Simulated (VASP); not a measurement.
A run of VASP 6.6.1 is set up as follows.

The input INCAR:

```
ALGO = Normal ; EDIFF = 1E-6
ENCUT = 700 ; GGA_COMPAT = False
ISIF = 2 ; ISMEAR = -1
ISPIN = 2 ; LASPH = True
LCHARG = True ; LELF = True
LMAXMIX = 4 ; LORBIT = 11
LREAL = False ; LVHAR = True
LWAVE = False ; MAGMOM = 4 0
NBANDS = 22 ; NELM = 200
PREC = Accurate ; SIGMA = 0.05
```

The input KPOINTS:

```
k-points
0
Gamma
  9 9 9
```

Contents of POSCAR:

```
MnO
1.0
    2.9909715306     -1.7283524491      0.0000000000
    2.9909715306      1.7283524491      0.0000000000
   -1.9977723729      0.0000000000      2.8289211086
Mn O
1 1
Direct
    0.5001990000      0.5001990000      0.5006650000
    0.7498025000      0.7498025000      0.2493360000
```

Potentials or basis: VASP PAW LDA potentials, release 64 (Mn_sv, O).

Command:

```console
$ cat potpaw_LDA.64/Mn_sv/POTCAR potpaw_LDA.64/O/POTCAR > POTCAR
$ mpirun -np 1 vasp_std > vasp.out
```

Question: Estimate the pressure.

Answer: -15.0 GPa.

Question: What does it give for the largest force?

Answer: 0.004 eV/Å.

Stress tensor (GPa, compression positive):
```
-14.88   0.00   0.03
  0.00 -14.91   0.00
  0.03   0.00 -15.11
```

Caveat: the cell stands under tension; a cell with one magnetic atom can't hold antiferromagnetic order, which such compounds often take.
